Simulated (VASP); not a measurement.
Input of a VASP 6.6.1 run:

The input INCAR:

```
SYSTEM = Mn
  ALGO = Normal
  EDIFF = 1E-6
  ENCUT = 520
  GGA = PE
  ISIF = 2
  ISMEAR = -1
  ISPIN = 2
  LASPH = .TRUE.
  LCHARG = .FALSE.
  LMAXMIX = 4
  LORBIT = 11
  LREAL = .FALSE.
  LWAVE = .FALSE.
  MAGMOM = 2.238 -2.238
  NBANDS = 24
  NELM = 150
  PREC = Accurate
  SIGMA = 0.05
```

File KPOINTS:

```
k-points
0
G
  13 13 13
  0 0 0
```

The input POSCAR:

```
Mn
1.0
    0.0000000000      2.4644760259      2.4644760259
    2.4644760259      0.0000000000      2.4644760259
    2.4644760259      2.4644760259      0.0000000000
Mn
2
Direct
    0.0000000000      0.0000000000      0.0000000000
    0.5000000000      0.5000000000      0.5000000000
```

Potentials or basis: VASP PAW PBE potentials, release 64 (Mn_pv).

Launch:

```console
$ cat potpaw_PBE.64/Mn_pv/POTCAR > POTCAR
$ mpirun -np 1 vasp_std > vasp.out
```

What does it give for the pressure?

-7.2 GPa.

What does it give for the band gap on the k mesh?

Zero (filled and empty bands overlap).

Predict the net moment.

0.00 μB per cell.

Caveat: the cell stands under tension.
